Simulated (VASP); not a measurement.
# Mg12H (a cell with a defect) in VASP: single point with PBE+D3(BJ)

Aim: the single point of Mg12H (a cell with a defect) with PBE+D3(BJ).

Program: VASP 6.6.1. These are calculated values, not measurements. Logs are shortened: lines on timing, memory, paths and dates and some standing lists are left out, and cuts for length are marked.

### Step 1. The cell of the first run

The cell holds a defect, 13 atoms: a = 6.420 Å, b = 9.630 Å, c = 5.213 Å, α = 90.00°, β = 90.00°, γ = 120.00°.

### Step 2. Single point, PBE+D3(BJ)

INCAR reads:

```
SYSTEM = Mg12H
PREC = Accurate ; ENCUT = 520
EDIFF = 1E-7 ; ISMEAR = -1
SIGMA = 0.1 ; LREAL = .FALSE.
LASPH = .TRUE. ; NELM = 60
ALGO = Normal ; ISIF = 2
LWAVE = .FALSE. ; LCHARG = .FALSE.
GGA = PE ; IVDW = 12
NBANDS = 24
```

KPOINTS reads:

```
regular mesh
0
G
  2 2 2
  0 0 0
```

POSCAR reads:

```
Mg12H
1.0
    6.4200000000      0.0000000000      0.0000000000
   -4.8150000000      8.3398250000      0.0000000000
    0.0000000000      0.0000000000      5.2130400000
Mg H
12 1
Direct
    0.0002658412      0.0014423175     -0.0006457565
    0.1677644502      0.2224231117      0.5046871808
   -0.0000232915      0.3331722955      0.0018986201
    0.1669064651      0.5563288445      0.5029887927
    0.0021838367      0.6662482420     -0.0056568707
    0.1682642481      0.8877609811      0.5070623410
    0.4997574156     -0.0009061766     -0.0025901217
    0.6667190013      0.2225761606      0.4985983809
    0.4990320154      0.3333441828     -0.0048144834
    0.6664429967      0.5543251930      0.5001745003
    0.4986541329      0.6678481659     -0.0074177348
    0.6643578250      0.8893398425      0.5053902304
    0.3359148631      0.7825570395      0.2418864209
```

Potentials or basis: VASP PAW PBE potentials, release 64 (Mg, H).

On the command line:

```sh
cat potpaw_PBE.64/Mg/POTCAR potpaw_PBE.64/H/POTCAR > POTCAR
mpirun -np 1 vasp_std > vasp.out
```

OUTCAR:

```text
SYSTEM = Mg12H
   PREC = Accurate
   ENCUT = 520
   EDIFF = 1E-7
   ISMEAR = -1
   LREAL = .FALSE.
   LASPH = .TRUE.
   NELM = 60
   ISIF = 2
   GGA = PE
   IVDW = 12
 IVDW          = 12

 ion  position               nearest neighbor table
   1  0.000  0.001  0.999-   2 3.17  12 3.18   6 3.18   3 3.20   9 3.20   7 3.20   2 3.21  11 3.22
                             7 3.22  12 3.23   5 3.23   6 3.25
   2  0.168  0.222  0.505-   9 3.15   1 3.17   3 3.19  10 3.20   8 3.20   3 3.21   1 3.21   8 3.22
                             4 3.22  12 3.22   6 3.22   9 3.23
   3  1.000  0.333  0.002-   8 3.18   2 3.19   1 3.20   4 3.20   5 3.20   9 3.20   4 3.21   2 3.21
                             8 3.21  11 3.21   7 3.21   9 3.22
   4  0.167  0.556  0.503-  11 3.15   5 3.15   6 3.19   3 3.20  12 3.20  10 3.20   3 3.21   8 3.21
                            10 3.22   2 3.22   5 3.22  11 3.24
   5  0.002  0.666  0.994-  13 2.26   6 3.14   4 3.15  11 3.18  10 3.18   7 3.20   3 3.20   9 3.22
                             4 3.22  10 3.23   1 3.23  11 3.24   6 3.25
   6  0.168  0.888  0.507-   5 3.14   7 3.15  12 3.18   1 3.18   4 3.19   8 3.21  10 3.22   2 3.22
                             7 3.23  12 3.24   1 3.25   5 3.25
   7  0.500  0.999  0.997-  13 2.21  12 3.15   6 3.15  11 3.19   8 3.20   5 3.20   1 3.20   8 3.21
                             3 3.21   1 3.22  12 3.22   9 3.22   6 3.23
   8  0.667  0.223  0.499-   3 3.18   9 3.19  10 3.20   7 3.20  12 3.20   2 3.20   7 3.21   3 3.21
                             6 3.21   4 3.21   9 3.21   2 3.22
   9  0.499  0.333  0.995-   2 3.15  10 3.17   8 3.19   1 3.20   3 3.20  10 3.21   8 3.21   3 3.22
                             5 3.22   7 3.22  11 3.22   2 3.23
  10  0.666  0.554  0.500-   9 3.17   5 3.18  11 3.18   8 3.20   2 3.20   4 3.20   9 3.21   6 3.22
                             4 3.22   5 3.23  12 3.23  11 3.25
  11  0.499  0.668  0.993-  13 2.27  12 3.14   4 3.15   5 3.18  10 3.18   7 3.19   3 3.21   1 3.22
                             9 3.22   4 3.24   5 3.24  10 3.25  12 3.25
  12  0.664  0.889  0.505-  11 3.14   7 3.15   6 3.18   1 3.18   4 3.20   8 3.20   7 3.22   2 3.22
                             1 3.23  10 3.23   6 3.24  11 3.25
  13  0.336  0.783  0.242-   7 2.21   5 2.26  11 2.27

  LATTYP: Found a simple monoclinic cell.
 ALAT       =     6.4200000000
 B/A-ratio  =     0.8120000000
 C/A-ratio  =     1.3228757108
 COS(beta)  =    -0.1889822286

  Lattice vectors:

 A1 = (   6.4200000000,   0.0000000000,   0.0000000000)
 A2 = (   0.0000000000,   0.0000000000,   5.2130400000)
 A3 = (  -1.6050000000,  -8.3398250000,   0.0000000000)

Analysis of symmetry for initial positions (statically):
=====================================================================
 Subroutine PRICEL returns:
 Original cell was already a primitive cell.

 Routine SETGRP: Setting up the symmetry group for a
 simple monoclinic supercell.

 Subroutine GETGRP returns: Found  1 space group operations
 (whereof  1 operations were pure point group operations)
 out of a pool of  4 trial point group operations.

The static configuration has the point symmetry C_1 .

Analysis of symmetry for dynamics (positions and initial velocities):
=====================================================================
 Subroutine PRICEL returns:
 Original cell was already a primitive cell.

 Routine SETGRP: Setting up the symmetry group for a
 simple monoclinic supercell.

 Subroutine GETGRP returns: Found  1 space group operations
 (whereof  1 operations were pure point group operations)
 out of a pool of  4 trial point group operations.

The dynamic configuration has the point symmetry C_1 .

 Subroutine INISYM returns: Found  1 space group operations
 (whereof  1 operations are pure point group operations),
 and found     1 'primitive' translations

----------------------------------------------------------------------------------------

                                     Primitive cell

  volume of cell :     279.1149

  direct lattice vectors                    reciprocal lattice vectors
     6.420000000  0.000000000  0.000000000     0.155763240  0.089929945  0.000000000
    -4.815000000  8.339825000  0.000000000     0.000000000  0.119906593  0.000000000
     0.000000000  0.000000000  5.213040000     0.000000000  0.000000000  0.191826650

  length of vectors
     6.420000000  9.630000313  5.213040000     0.179859895  0.119906593  0.191826650

  position of ions in fractional coordinates (direct lattice)
     0.000265841  0.001442318  0.999354244
     0.167764450  0.222423112  0.504687181
     0.999976709  0.333172295  0.001898620
     0.166906465  0.556328845  0.502988793
     0.002183837  0.666248242  0.994343129
     0.168264248  0.887760981  0.507062341
     0.499757416  0.999093823  0.997409878
     0.666719001  0.222576161  0.498598381
     0.499032015  0.333344183  0.995185517
     0.666442997  0.554325193  0.500174500
     0.498654133  0.667848166  0.992582265
     0.664357825  0.889339843  0.505390230
     0.335914863  0.782557039  0.241886421

  ion indices of the primitive-cell ions
   primitive index   ion index
                 1           1
                 2           2
                 3           3
                 4           4
                 5           5
                 6           6
                 7           7
                 8           8
                 9           9
                10          10
                11          11
                12          12
                13          13

----------------------------------------------------------------------------------------

 KPOINTS: regular mesh

Automatic generation of k-mesh.
 Grid dimensions read from file:
 generate k-points for:    2    2    2

 Generating k-lattice:

  Cartesian coordinates                     Fractional coordinates (reciprocal lattice)
     0.077881620  0.044964972  0.000000000     0.500000000  0.000000000  0.000000000
     0.000000000  0.059953296  0.000000000     0.000000000  0.500000000  0.000000000
     0.000000000  0.000000000  0.095913325     0.000000000  0.000000000  0.500000000

  Length of vectors
     0.089929947  0.059953296  0.095913325

  Shift w.r.t. Gamma in fractional coordinates (k-lattice)
     0.000000000  0.000000000  0.000000000

 Subroutine IBZKPT returns following result:
 ===========================================

 Found      8 irreducible k-points:

 Following reciprocal coordinates:
            Coordinates               Weight
  0.000000  0.000000  0.000000      1.000000
  0.500000  0.000000  0.000000      1.000000
  0.000000  0.500000  0.000000      1.000000
  0.500000  0.500000  0.000000      1.000000
  0.000000  0.000000  0.500000      1.000000
  0.500000  0.000000  0.500000      1.000000
  0.000000  0.500000  0.500000      1.000000
  0.500000  0.500000  0.500000      1.000000
   k-points           NKPTS =      8   k-points in BZ     NKDIM =      8   number of bands    NBANDS=     24
   number of dos      NEDOS =    301   number of ions     NIONS =     13
   total plane-waves  NPLWV = 138240
   dimension x,y,z NGX =    48 NGY =   72 NGZ =   40
   dimension x,y,z NGXF=    96 NGYF=  144 NGZF=   80
   ions per type =              12   1
   NGX,Y,Z   is equivalent  to a cutoff of  12.43, 12.43, 12.76 a.u.
   NGXF,Y,Z  is equivalent  to a cutoff of  24.86, 24.86, 25.51 a.u.
 SYSTEM =  Mg12H
   PREC   = accura    normal or accurate (medium, high low for compatibility)
   ISTART =      0    job   : 0-new  1-cont  2-samecut
   ICHARG =      2    charge: 1-file 2-atom 10-const
   ISPIN  =      1    spin polarized calculation?
   LNONCOLLINEAR =      F non collinear calculations
   LSORBIT =      F    spin-orbit coupling
   LASPH  =      T    aspherical Exc in radial PAW
   ENCUT  =  520.0 eV  38.22 Ry    6.18 a.u.  11.94 17.91  9.69*2*pi/ulx,y,z
   NELM   =     60;   NELMIN=  2; NELMDL= -5     # of ELM steps
   EDIFF  = 0.1E-06   stopping-criterion for ELM
   LREAL  =      F    real-space projection
   EDIFFG = 0.1E-05   stopping-criterion for IOM
   NSW    =      0    number of steps for IOM
   IBRION =     -1    ionic relax: 0-MD 1-quasi-New 2-CG
   NFREE  =      0    steps in history (QN), initial steepest desc. (CG)
   ISIF   =      2    stress and relaxation
   ISYM   =      2    0-nonsym 1-usesym 2-fastsym
   POTIM  = 0.5000    time-step for ionic-motion
   TEBEG  =    0.0;   TEEND  =   0.0 temperature during run
   PSTRESS=    0.0 pullay stress
   NELECT =      25.0000    total number of electrons
   NUPDOWN=      -1.0000    fix difference up-down
   EMIN   =  10.00;   EMAX   =-10.00  energy-range for DOS
   EFERMI =   0.00;   METHOD = LEGACY
   ISMEAR =    -1;   SIGMA  =   0.10  broadening in eV -4-tet -1-fermi 0-gaus
   EFERMI_NEDOS =   21; number of points for ismear=-14 and -15
   IALGO  =     38    algorithm
   IMIX   =      4    mixing-type and parameters
     AMIX     =   0.40;   BMIX     =  1.00
     AMIX_MAG =   1.60;   BMIX_MAG =  1.00
  volume/ion in A,a.u.               =      21.47       144.89
  Fermi-wavevector in a.u.,A,eV,Ry     =   0.732477  1.384180  7.299827  0.536522
  Thomas-Fermi vector in A             =   1.824949
   LORBIT       =      0    0 simple, 1 ext, 2 COOP (PROOUT), +10 PAW based schemes
   GGA     = PE    functional components
   LHFCALC =     F    Hartree Fock is set to
   AEXX    =    0.0000 exact exchange contribution
   IVDW    =    12    specifies the selected vdW correction
   LEPSILON=     F    determine dielectric tensor
   LRPA    =     F    only Hartree local field effects (RPA)
 non-spin polarized calculation
  energy-cutoff  :      520.00
  volume of cell :      279.11
 maximum number of plane-waves:      7532
 NGX is ok and might be reduce to    48
   NGX = 23   NGY = 35   NGZ = 19

 number of electron      25.0000000 magnetization

 Free energy of the ion-electron system (eV)
  ---------------------------------------------------
  ext. energy  EPLUGINS =         0.00000000
  ---------------------------------------------------
  free energy    TOTEN  =       -21.08846417 eV

  energy without entropy =      -20.90940514  energy(sigma->0) =      -20.99893466

 E-fermi :   2.4637     XC(G=0):  -8.5053

 val. band max:        2.4414438731   @ k =   0.0000   0.5000   0.0000
 cond. band min:       2.5297304949   @ k =   0.5000   0.0000   0.0000
 fundamental gap:      0.0882866218
 Fermi energy:         2.4636851003

 k-point     1 :       0.0000    0.0000    0.0000
  band No.  band energies     occupation
      1      -4.7959      2.00000
      2      -2.9771      2.00000
      3      -2.1332      2.00000
      4      -1.1947      2.00000
      5      -0.5750      2.00000
      6       0.0173      2.00000
[... 16 lines left out ...]
     23       5.3292      0.00000
     24       5.7137      0.00000

 k-point     2 :       0.5000    0.0000    0.0000
  band No.  band energies     occupation
      1      -4.2843      2.00000
      2      -3.0462      2.00000
      3      -2.7204      2.00000
      4      -2.5182      2.00000
      5      -0.4157      2.00000
      6       0.5811      2.00000
[... 16 lines left out ...]
     23       6.1318      0.00000
     24       6.1809      0.00000
[... 133 lines left out ...]
     23       6.9266      0.00000
     24       6.9515      0.00000

 k-point     8 :       0.5000    0.5000    0.5000
  band No.  band energies     occupation
      1      -3.8043      2.00000
      2      -2.0164      2.00000
      3      -1.9512      2.00000
      4      -1.9289      2.00000
      5      -1.0365      2.00000
      6      -0.4206      2.00000
[... 16 lines left out ...]
     23       5.7475      0.00000
     24       5.7578      0.00000

------------------------ aborting loop because EDIFF is reached ----------------------------------------

 Edisp (eV)   -3.46527

 E8    (eV) :    -1.5051

  FORCE on cell =-STRESS in cart. coord.  units (eV):
  Direction    XX          YY          ZZ          XY          YZ          ZX
  --------------------------------------------------------------------------------------
  -------------------------------------------------------------------------------------
  Total      -6.13872    -4.25240    -0.44294     0.94880    -0.07164    -0.09719
  in kB     -35.23751   -24.40964    -2.54259     5.44629    -0.41125    -0.55789
  external pressure =      -20.73 kB  Pullay stress =        0.00 kB

 VOLUME and BASIS-vectors are now :
 -----------------------------------------------------------------------------
  energy-cutoff  :      520.00
  volume of cell :      279.11
      direct lattice vectors                 reciprocal lattice vectors
     6.420000000  0.000000000  0.000000000     0.155763240  0.089929945  0.000000000
    -4.815000000  8.339825000  0.000000000     0.000000000  0.119906593  0.000000000
     0.000000000  0.000000000  5.213040000     0.000000000  0.000000000  0.191826650

 POSITION                                       TOTAL-FORCE (eV/Angst)
 -----------------------------------------------------------------------------------
     -0.00524      0.01203      5.20967        -0.015796      0.028975     -0.021429
      0.00608      1.85497      2.63095         0.013742      0.006693      0.032194
      4.81563      2.77860      0.00990         0.005382     -0.004244      0.028146
     -1.60718      4.63969      2.62210        -0.004602      0.006917     -0.034001
     -3.19397      5.55639      5.18355         0.000123     -0.009571      0.015903
     -3.19431      7.40377      2.64334        -0.005313     -0.003497     -0.004257
     -1.60219      8.33227      5.19954         0.005119      0.003565      0.024774
      3.20863      1.85625      2.59921        -0.006018      0.005260     -0.024691
      1.59873      2.78003      5.18794        -0.013970     -0.004237     -0.033835
      1.60949      4.62298      2.60743         0.014685     -0.027698      0.018754
     -0.01433      5.56974      5.17437         0.001581      0.006341      0.007078
     -0.01699      7.41694      2.63462         0.001017      0.010860     -0.015507
     -1.61144      6.52639      1.26096         0.004050     -0.019364      0.006870
 -----------------------------------------------------------------------------------
    total drift:                                0.000003     -0.000010     -0.000031

  FREE ENERGIE OF THE ION-ELECTRON SYSTEM (eV)
  ---------------------------------------------------
  free  energy   TOTEN  =       -24.5537307468 eV

  energy  without entropy=      -24.3746717200  energy(sigma->0) =      -24.46420123
```

It took 70 s on 1 thread of Intel Xeon Platinum 8375C at 2.90GHz (Ice Lake), shared host; peak memory 0.37 GiB.

Results:

| Property | Result |
| --- | --- |
| Free energy | -24.5537 eV |
| Pressure | -2.1 GPa |
| Largest force | 0.039 eV/Å |
| Dispersion energy per atom | -0.267 eV |

Forces on the atoms (eV/Å):
```
Mg  -0.016  0.029 -0.021
Mg   0.014  0.007  0.032
Mg   0.005 -0.004  0.028
Mg  -0.005  0.007 -0.034
Mg   0.000 -0.010  0.016
Mg  -0.005 -0.003 -0.004
Mg   0.005  0.004  0.025
Mg  -0.006  0.005 -0.025
Mg  -0.014 -0.004 -0.034
Mg   0.015 -0.028  0.019
Mg   0.002  0.006  0.007
Mg   0.001  0.011 -0.016
H    0.004 -0.019  0.007
```

Stress tensor (GPa, compression positive):
```
-3.52  0.54 -0.06
 0.54 -2.44 -0.04
-0.06 -0.04 -0.25
```

Levels at points of the mesh, in eV from the Fermi level:
| k point | band 9 | band 10 | band 11 | band 12 | band 13 | band 14 | band 15 | band 16 |
| --- | --- | --- | --- | --- | --- | --- | --- | --- |
| (0.00, 0.00, 0.00) | -1.15 | -0.59 | -0.03 | 0.19 | 0.44 | 0.63 | 0.70 | 1.38 |
| (0.50, 0.00, 0.00) | -0.37 | -0.36 | -0.09 | -0.06 | 0.07 | 0.09 | 0.45 | 0.52 |
| (0.00, 0.50, 0.00) | -1.44 | -1.00 | -0.70 | -0.56 | -0.19 | -0.02 | 1.18 | 1.89 |
| (0.50, 0.50, 0.00) | -0.32 | -0.18 | 0.11 | 0.80 | 0.99 | 1.03 | 1.09 | 1.13 |
| (0.00, 0.00, 0.50) | -1.73 | -1.71 | -1.11 | -0.98 | -0.52 | -0.35 | 0.89 | 1.34 |
| (0.50, 0.00, 0.50) | -1.34 | -0.65 | -0.62 | -0.60 | 0.40 | 0.95 | 1.03 | 1.03 |
| (0.00, 0.50, 0.50) | -1.27 | -1.00 | -0.98 | -0.94 | -0.57 | -0.36 | -0.34 | -0.29 |
| (0.50, 0.50, 0.50) | -2.14 | -1.86 | -1.85 | -1.83 | 1.12 | 2.35 | 2.41 | 2.44 |

Caveat: the k points lie up to 0.60 Å⁻¹ apart.
